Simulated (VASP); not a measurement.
# Ti (Fd-3m) in VASP: notebook

Runs on Ti. Level: RPBE. Tasks: single point, relaxation of cell and atoms.

All numbers are computed with VASP 6.6.1; they aren't measurements. Logs are shortened: lines on timing, memory, paths and dates and some standing lists are left out, and cuts for length are marked.

## (1) The cell of the first run

It takes space group Fd-3m (No. 227, cubic). The conventional cell has a = 5.823 Å, b = 5.823 Å, c = 5.823 Å, α = 90.00°, β = 90.00°, γ = 90.00°. Ti (site symmetry -43m) has 4 Ti at 2.52 Å within 3.3 Å.

## (2) Single point, RPBE

INCAR reads:

```
  ALGO = Normal
  EDIFF = 1E-7
  ENCUT = 520
  GGA = RP
  ISIF = 2
  ISMEAR = -1
  LASPH = True
  LCHARG = False
  LREAL = False
  LWAVE = False
  NBANDS = 19
  NELM = 100
  PREC = Accurate
  SIGMA = 0.1
```

KPOINTS reads:

```
k-points
0
Gamma
  10 10 10
```

POSCAR reads:

```
Ti
1.0
    0.0000000000      2.9115759376      2.9115759376
    2.9115759376      0.0000000000      2.9115759376
    2.9115759376      2.9115759376      0.0000000000
Ti
2
Direct
    0.1250000000      0.1250000000      0.1250000000
    0.8750000000      0.8750000000      0.8750000000
```

Potentials or basis: VASP PAW PBE potentials, release 64 (Ti_sv).

Run with:

```sh
> cat potpaw_PBE.64/Ti_sv/POTCAR > POTCAR
> mpirun -np 1 vasp_std > vasp.out
```

OUTCAR:

```text
EDIFF = 1E-7
   ENCUT = 520
   GGA = RP
   ISIF = 2
   ISMEAR = -1
   LASPH = True
   LREAL = False
   NELM = 100
   PREC = Accurate

 ion  position               nearest neighbor table
   1  0.125  0.125  0.125-   2 2.52   2 2.52   2 2.52   2 2.52
   2  0.875  0.875  0.875-   1 2.52   1 2.52   1 2.52   1 2.52

  LATTYP: Found a face centered cubic cell.
 ALAT       =     5.8231518752

  Lattice vectors:

 A1 = (   0.0000000000,   2.9115759376,   2.9115759376)
 A2 = (   2.9115759376,   0.0000000000,   2.9115759376)
 A3 = (   2.9115759376,   2.9115759376,   0.0000000000)

Analysis of symmetry for initial positions (statically):
=====================================================================
 Subroutine PRICEL returns:
 Original cell was already a primitive cell.

 Routine SETGRP: Setting up the symmetry group for a
 face centered cubic supercell.

 Subroutine GETGRP returns: Found 48 space group operations
 (whereof 12 operations were pure point group operations)
 out of a pool of 48 trial point group operations.

The static configuration has the point symmetry D_3d.
 The point group associated with its full space group is O_h .

Analysis of symmetry for dynamics (positions and initial velocities):
=====================================================================
 Subroutine PRICEL returns:
 Original cell was already a primitive cell.

 Routine SETGRP: Setting up the symmetry group for a
 face centered cubic supercell.

 Subroutine GETGRP returns: Found 48 space group operations
 (whereof 12 operations were pure point group operations)
 out of a pool of 48 trial point group operations.

The dynamic configuration has the point symmetry D_3d.
 The point group associated with its full space group is O_h .

 Subroutine INISYM returns: Found 48 space group operations
 (whereof 12 operations are pure point group operations),
 and found     1 'primitive' translations

----------------------------------------------------------------------------------------

                                     Primitive cell

  volume of cell :      49.3645

  direct lattice vectors                    reciprocal lattice vectors
     0.000000000  2.911575938  2.911575938    -0.171728305  0.171728305  0.171728305
     2.911575938  0.000000000  2.911575938     0.171728305 -0.171728305  0.171728305
     2.911575938  2.911575938  0.000000000     0.171728305  0.171728305 -0.171728305

  length of vectors
     4.117590179  4.117590179  4.117590179     0.297442149  0.297442149  0.297442149

  position of ions in fractional coordinates (direct lattice)
     0.125000000  0.125000000  0.125000000
     0.875000000  0.875000000  0.875000000

  ion indices of the primitive-cell ions
   primitive index   ion index
                 1           1
                 2           2

----------------------------------------------------------------------------------------

 KPOINTS: k-points

Automatic generation of k-mesh.
 Grid dimensions read from file:
 generate k-points for:   10   10   10

 Generating k-lattice:

  Cartesian coordinates                     Fractional coordinates (reciprocal lattice)
    -0.017172830  0.017172830  0.017172830     0.100000000  0.000000000  0.000000000
     0.017172830 -0.017172830  0.017172830     0.000000000  0.100000000  0.000000000
     0.017172830  0.017172830 -0.017172830     0.000000000  0.000000000  0.100000000

  Length of vectors
     0.029744215  0.029744215  0.029744215

  Shift w.r.t. Gamma in fractional coordinates (k-lattice)
     0.000000000  0.000000000  0.000000000

 Subroutine IBZKPT returns following result:
 ===========================================

 Found     47 irreducible k-points:

 Following reciprocal coordinates:
            Coordinates               Weight
  0.000000  0.000000  0.000000      1.000000
  0.100000  0.000000  0.000000      8.000000
  0.200000  0.000000  0.000000      8.000000
  0.300000  0.000000  0.000000      8.000000
  0.400000  0.000000  0.000000      8.000000
  0.500000  0.000000  0.000000      4.000000
[... 16 lines left out ...]
  0.300000  0.300000  0.000000      6.000000
  0.400000  0.300000  0.000000     24.000000
 [... further k-points ...]
   k-points           NKPTS =     47   k-points in BZ     NKDIM =     47   number of bands    NBANDS=     19
   number of dos      NEDOS =    301   number of ions     NIONS =      2
   total plane-waves  NPLWV =  32768
   dimension x,y,z NGX =    32 NGY =   32 NGZ =   32
   dimension x,y,z NGXF=    64 NGYF=   64 NGZF=   64
   ions per type =               2
   NGX,Y,Z   is equivalent  to a cutoff of  12.92, 12.92, 12.92 a.u.
   NGXF,Y,Z  is equivalent  to a cutoff of  25.84, 25.84, 25.84 a.u.
 SYSTEM =  unknown system
   PREC   = accura    normal or accurate (medium, high low for compatibility)
   ISTART =      0    job   : 0-new  1-cont  2-samecut
   ICHARG =      2    charge: 1-file 2-atom 10-const
   ISPIN  =      1    spin polarized calculation?
   LNONCOLLINEAR =      F non collinear calculations
   LSORBIT =      F    spin-orbit coupling
   LASPH  =      T    aspherical Exc in radial PAW
   ENCUT  =  520.0 eV  38.22 Ry    6.18 a.u.   7.66  7.66  7.66*2*pi/ulx,y,z
   NELM   =    100;   NELMIN=  2; NELMDL= -5     # of ELM steps
   EDIFF  = 0.1E-06   stopping-criterion for ELM
   LREAL  =      F    real-space projection
   EDIFFG = 0.1E-05   stopping-criterion for IOM
   NSW    =      0    number of steps for IOM
   IBRION =     -1    ionic relax: 0-MD 1-quasi-New 2-CG
   NFREE  =      0    steps in history (QN), initial steepest desc. (CG)
   ISIF   =      2    stress and relaxation
   ISYM   =      2    0-nonsym 1-usesym 2-fastsym
   POTIM  = 0.5000    time-step for ionic-motion
   TEBEG  =    0.0;   TEEND  =   0.0 temperature during run
   PSTRESS=    0.0 pullay stress
   NELECT =      24.0000    total number of electrons
   NUPDOWN=      -1.0000    fix difference up-down
   EMIN   =  10.00;   EMAX   =-10.00  energy-range for DOS
   EFERMI =   0.00;   METHOD = LEGACY
   ISMEAR =    -1;   SIGMA  =   0.10  broadening in eV -4-tet -1-fermi 0-gaus
   EFERMI_NEDOS =   21; number of points for ismear=-14 and -15
   IALGO  =     38    algorithm
   IMIX   =      4    mixing-type and parameters
     AMIX     =   0.40;   BMIX     =  1.00
     AMIX_MAG =   1.60;   BMIX_MAG =  1.00
  volume/ion in A,a.u.               =      24.68       166.56
  Fermi-wavevector in a.u.,A,eV,Ry     =   1.287282  2.432611 22.546155  1.657096
  Thomas-Fermi vector in A             =   2.419306
   LORBIT       =      0    0 simple, 1 ext, 2 COOP (PROOUT), +10 PAW based schemes
   GGA     = RP    functional components
   LHFCALC =     F    Hartree Fock is set to
   AEXX    =    0.0000 exact exchange contribution
   IVDW    =     0    specifies the selected vdW correction
   LEPSILON=     F    determine dielectric tensor
   LRPA    =     F    only Hartree local field effects (RPA)
 non-spin polarized calculation
  energy-cutoff  :      520.00
  volume of cell :       49.36
 maximum number of plane-waves:      1363
   NGX = 15   NGY = 15   NGZ = 15

 number of electron      23.9999991 magnetization

 Free energy of the ion-electron system (eV)
  ---------------------------------------------------
  ext. energy  EPLUGINS =         0.00000000
  ---------------------------------------------------
  free energy    TOTEN  =       -10.29040186 eV

  energy without entropy =      -10.05349846  energy(sigma->0) =      -10.17195016

 E-fermi :   4.8600     XC(G=0):  -9.5428

 val. band max:        4.8546129835   @ k =  -0.3000   0.4000   0.2000
 cond. band min:       4.8730743105   @ k =   0.5000   0.3000   0.1000
 fundamental gap:      0.0184613270
 Fermi energy:         4.8599878674

 k-point     1 :       0.0000    0.0000    0.0000
  band No.  band energies     occupation
      1     -52.0341      2.00000
      2     -51.6525      2.00000
      3     -28.3931      2.00000
      4     -28.3931      2.00000
      5     -28.3931      2.00000
      6     -27.7959      2.00000
[... 11 lines left out ...]
     18       8.4386      0.00000
     19       8.4386      0.00000

 k-point     2 :       0.1000    0.0000    0.0000
  band No.  band energies     occupation
      1     -52.0272      2.00000
      2     -51.6596      2.00000
      3     -28.4006      2.00000
      4     -28.4006      2.00000
      5     -28.3930      2.00000
      6     -27.7974      2.00000
[... 11 lines left out ...]
     18       8.4298      0.00000
     19       8.4298      0.00000

 k-point     3 :       0.2000    0.0000    0.0000
  band No.  band energies     occupation
      1     -52.0079      2.00000
      2     -51.6795      2.00000
      3     -28.4194      2.00000
      4     -28.4194      2.00000
      5     -28.3930      2.00000
      6     -27.8007      2.00000
[... 11 lines left out ...]
     18       8.3931      0.00000
     19       8.3931      0.00000

 k-point     4 :       0.3000    0.0000    0.0000
  band No.  band energies     occupation
      1     -51.9801      2.00000
      2     -51.7079      2.00000
      3     -28.4411      2.00000
      4     -28.4411      2.00000
      5     -28.3937      2.00000
      6     -27.8041      2.00000
[... 11 lines left out ...]
     18       8.3043      0.00000
     19       8.3043      0.00000

 k-point     5 :       0.4000    0.0000    0.0000
  band No.  band energies     occupation
      1     -51.9524      2.00000
      2     -51.7361      2.00000
      3     -28.4578      2.00000
      4     -28.4578      2.00000
      5     -28.3948      2.00000
      6     -27.8063      2.00000
[... 11 lines left out ...]
     18       8.1559      0.00000
     19       8.1559      0.00000

 k-point     6 :       0.5000    0.0000    0.0000
  band No.  band energies     occupation
      1     -51.9397      2.00000
      2     -51.7490      2.00000
      3     -28.4639      2.00000
      4     -28.4639      2.00000
      5     -28.3954      2.00000
      6     -27.8070      2.00000
[... 11 lines left out ...]
     18       8.0529      0.00000
     19       8.0529      0.00000

 k-point     7 :       0.1000    0.1000    0.0000
  band No.  band energies     occupation
      1     -52.0249      2.00000
      2     -51.6620      2.00000
      3     -28.4095      2.00000
      4     -28.4095      2.00000
      5     -28.3790      2.00000
      6     -27.8117      2.00000
[... 11 lines left out ...]
     18       8.3338      0.00000
     19       8.5035      0.00000

 k-point     8 :       0.2000    0.1000    0.0000
  band No.  band energies     occupation
      1     -52.0095      2.00000
      2     -51.6778      2.00000
      3     -28.4290      2.00000
      4     -28.4287      2.00000
      5     -28.3676      2.00000
      6     -27.8252      2.00000
[... 256 lines left out ...]
 k-point    20 :      -0.4000    0.2000    0.0000
  band No.  band energies     occupation
      1     -51.9181      2.00000
      2     -51.7709      2.00000
      3     -28.5297      2.00000
      4     -28.4821      2.00000
      5     -28.2867      2.00000
      6     -27.9096      2.00000
[... 11 lines left out ...]
     18       7.9133      0.00000
     19       8.3459      0.00000

 k-point    21 :      -0.3000    0.2000    0.0000
  band No.  band energies     occupation
      1     -51.9397      2.00000
      2     -51.7490      2.00000
      3     -28.5200      2.00000
      4     -28.4640      2.00000
      5     -28.3089      2.00000
      6     -27.8866      2.00000
[... 11 lines left out ...]
     18       7.5619      0.00000
     19       8.5272      0.00000

 k-point    22 :      -0.2000    0.2000    0.0000
  band No.  band energies     occupation
      1     -51.9689      2.00000
      2     -51.7193      2.00000
      3     -28.4932      2.00000
      4     -28.4420      2.00000
      5     -28.3405      2.00000
      6     -27.8544      2.00000
[... 11 lines left out ...]
     18       7.8345      0.00000
     19       8.5711      0.00000

 k-point    23 :       0.3000    0.3000    0.0000
  band No.  band energies     occupation
      1     -51.9563      2.00000
      2     -51.7321      2.00000
      3     -28.4924      2.00000
      4     -28.4924      2.00000
      5     -28.2743      2.00000
      6     -27.9261      2.00000
[... 11 lines left out ...]
     18       7.5598      0.00000
     19       8.5799      0.00000

 k-point    24 :       0.4000    0.3000    0.0000
  band No.  band energies     occupation
      1     -51.9290      2.00000
      2     -51.7599      2.00000
      3     -28.5140      2.00000
      4     -28.5080      2.00000
      5     -28.2388      2.00000
      6     -27.9627      2.00000
[... 11 lines left out ...]
     18       7.5118      0.00000
     19       8.5628      0.00000

 [... further k-points ...]
[... 5 lines left out ...]
  --------------------------------------------------------------------------------------
  -------------------------------------------------------------------------------------
  Total        0.0198435      0.0198435      0.0198435     -0.0000000      0.0000000      0.0000000
  in kB        0.6440431      0.6440431      0.6440431     -0.0000000      0.0000000      0.0000000
  external PRESSURE =       0.6440431 kB  Pullay stress =       0.0000000 kB

 VOLUME and BASIS-vectors are now :
 -----------------------------------------------------------------------------
  energy-cutoff  :      520.00
  volume of cell :       49.36
      direct lattice vectors                 reciprocal lattice vectors
     0.000000000  2.911575938  2.911575938    -0.171728305  0.171728305  0.171728305
     2.911575938  0.000000000  2.911575938     0.171728305 -0.171728305  0.171728305
     2.911575938  2.911575938  0.000000000     0.171728305  0.171728305 -0.171728305

 POSITION                                       TOTAL-FORCE (eV/Angst)
 -----------------------------------------------------------------------------------
      0.72789      0.72789      0.72789        -0.000000      0.000000      0.000000
      5.09526      5.09526      5.09526         0.000000     -0.000000     -0.000000
 -----------------------------------------------------------------------------------
    total drift:                                0.000000      0.000000     -0.000000

  FREE ENERGIE OF THE ION-ELECTRON SYSTEM (eV)
  ---------------------------------------------------
  free  energy   TOTEN  =       -10.2904018587 eV

  energy  without entropy=      -10.0534984640  energy(sigma->0) =      -10.17195016
```

Wall time 16 s (1 thread of Intel Xeon 6975P-C (Granite Rapids), shared host); peak memory 0.19 GiB.

Results:

* Free energy: -10.2904 eV
* Pressure: 0.1 GPa
* Band gap on the k mesh: zero (band 12 reaches 4.91 eV, above the bottom of band 13 at 4.73 eV)

Caveat: the PAW data sets were made with another functional, which shifts forces and pressure a little.

(Part 1 of 2 ends here.)
